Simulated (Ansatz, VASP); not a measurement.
## CdF2: VASP beside Ansatz

Contents of INCAR:

```
SYSTEM = CdF2
ALGO = Normal
EDIFF = 1E-6
ENCUT = 520
GGA = PE
ISIF = 2
ISMEAR = 0
LASPH = .TRUE.
LCHARG = .FALSE.
LREAL = .FALSE.
LWAVE = .FALSE.
NBANDS = 20
NELM = 60
PREC = Accurate
SIGMA = 0.05
```

KPOINTS

```
k-points
0
G
  8 8 8
  0 0 0
```

POSCAR

```
CdF2
1.0
    0.0000000000      2.7748200000      2.6131800000
    2.7748200000      0.0000000000      2.6131800000
    2.7748200000      2.7748200000      0.0000000000
Cd F
1 2
Direct
    0.0000000000      0.0000000000      0.0000000000
    0.2500000000      0.2500000000      0.2500000000
    0.7500000000      0.7500000000      0.7500000000
```

Input for Ansatz:

```yaml
crystal:
  lattice:
    - [0.0, 2.77482, 2.61318]
    - [2.77482, 0.0, 2.61318]
    - [2.77482, 2.77482, 0.0]
  atoms:
    - { symbol: Cd, position: [0.0, 0.0, 0.0] }
    - { symbol: F, position: [0.25, 0.25, 0.25] }
    - { symbol: F, position: [0.75, 0.75, 0.75] }
basis:
  ecutwfc: 420
kpoints:
  mp_grid: { grid: [8, 8, 8] }
hamiltonian:
  xc: pbe
scf:
  occupations: { method: gaussian, width: 0.05 }
output:
  forces: true
  stress: true
  eigenvalues: true
```

Change from the starting cell: strain +0.030 along x and y, -0.030 along z, atoms carried along.

Alike in both runs: task single point; functional PBE; k mesh 8 × 8 × 8; occupations gaussian, width 0.05 eV; no spin polarisation.

|  | VASP | Ansatz |
| --- | --- | --- |
| version | VASP 6.6.1 | Ansatz 0.2.0 |
| potentials or method | VASP PAW PBE potentials, release 64 (Cd, F), cutoff 520 eV | scalar-relativistic, plane waves, PAW |
| valence electrons in the cell | 26 | 34 |

|  | VASP | Ansatz | Ansatz less VASP |
| --- | --- | --- | --- |
| gap on the k mesh at the Fermi level (eV) | 2.84 | 2.87 | +0.031 |
| least direct gap on the mesh (eV) | 3.41 | 3.44 | +0.030 |
| pressure (GPa) | 2.9 | 2.2 | -0.62 |
| traceless stress, the component that is largest in VASP (GPa) | 4.32 | 4.38 | +0.059 |

VASP's potentials hold 26 valence electrons a cell and Ansatz's 34, so a difference there can come from the potentials and not from the codes.
